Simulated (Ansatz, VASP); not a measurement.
## MgB in VASP and in Ansatz

```
B Mg
1.0
     2.94125    0.00000    0.00000
     0.00000    2.94125    0.00000
     0.00000    0.00000    2.94125
B Mg
1 1
Direct
  0.00000 0.00000 0.00000
  0.50000 0.50000 0.50000
```

Alike in both runs: task relaxation of cell and atoms; functional PBE; k mesh 11 × 11 × 11; occupations fermi-dirac, width 0.05 eV; no spin polarisation.

|  | VASP | Ansatz |
| --- | --- | --- |
| version | VASP 6.6.1 | Ansatz 0.2.0 |
| potentials or method | VASP PAW PBE potentials, release 64 (B, Mg) | PAW with Ansatz's default frozen-core files, scalar-relativistic |
| plane-wave cutoff (eV) | 600 | 420 |
| valence electrons in the cell | 5 | 13 |

VASP gave:

```
relaxed volume (Å³/atom)                                     : 12.08
relaxed cell length with the largest relative difference (Å) : 2.891
```

Question: What did Ansatz give for the same quantities?

Answer: Relaxed volume (Å³/atom): 12.11; relaxed cell length with the largest relative difference (Å): 2.893.

VASP's potentials hold 5 valence electrons a cell and Ansatz's 13, so a difference there can come from the potentials and not from the codes.
